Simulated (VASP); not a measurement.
Here is a VASP 6.6.1 calculation.

The input INCAR:

```
SYSTEM = BN
ALGO = Normal ; EDIFF = 1E-6
EDIFFG = -0.01 ; ENCUT = 520
GGA = PS ; IBRION = 2
ISIF = 2 ; ISMEAR = 0
LASPH = .TRUE. ; LCHARG = .FALSE.
LREAL = .FALSE. ; LWAVE = .FALSE.
NELM = 100 ; NSW = 50
PREC = Accurate ; SIGMA = 0.05
```

Contents of KPOINTS:

```
k-points
0
G
  12 12 4
  0 0 0
```

POSCAR

```
BN
1.0
    2.2283608255      0.0000000000      0.0000000000
   -1.1141804128      2.1683338019      0.0000000000
    0.0000000000      0.0000000000      6.2603464348
B N
2 2
Direct
    0.3333333333      0.6666666667      0.2500000000
    0.6666666667      0.3333333333      0.7500000000
    0.3333333333      0.6666666667      0.7500000000
    0.6666666667      0.3333333333      0.2500000000
```

Potentials or basis: VASP PAW PBE potentials, release 64 (B, N).

The run is started by

```console
$ cat potpaw_PBE.64/B/POTCAR potpaw_PBE.64/N/POTCAR > POTCAR
$ mpirun -np 1 vasp_std > vasp.out
```

What does it give for the band gap on the k mesh?

3.51 eV (least direct gap 4.68 eV).

Final structure:
```cif
data_structure
_symmetry_space_group_name_H-M 'P 1'
_symmetry_Int_Tables_number 1
_cell_length_a 2.2284
_cell_length_b 2.4378
_cell_length_c 6.2603
_cell_angle_alpha 90.000
_cell_angle_beta 90.000
_cell_angle_gamma 117.196
_cell_volume 30.25
loop_
_atom_site_label
_atom_site_type_symbol
_atom_site_fract_x
_atom_site_fract_y
_atom_site_fract_z
_atom_site_occupancy
B1 B 0.31995 0.63991 0.25000 1
B2 B 0.68005 0.36009 0.75000 1
N1 N 0.35784 0.71568 0.75000 1
N2 N 0.64216 0.28432 0.25000 1
```

Caveat: the cell differs from its parent crystal (normal strain along x -0.1100, normal strain along z -0.1100). A k mesh can miss the band edges.
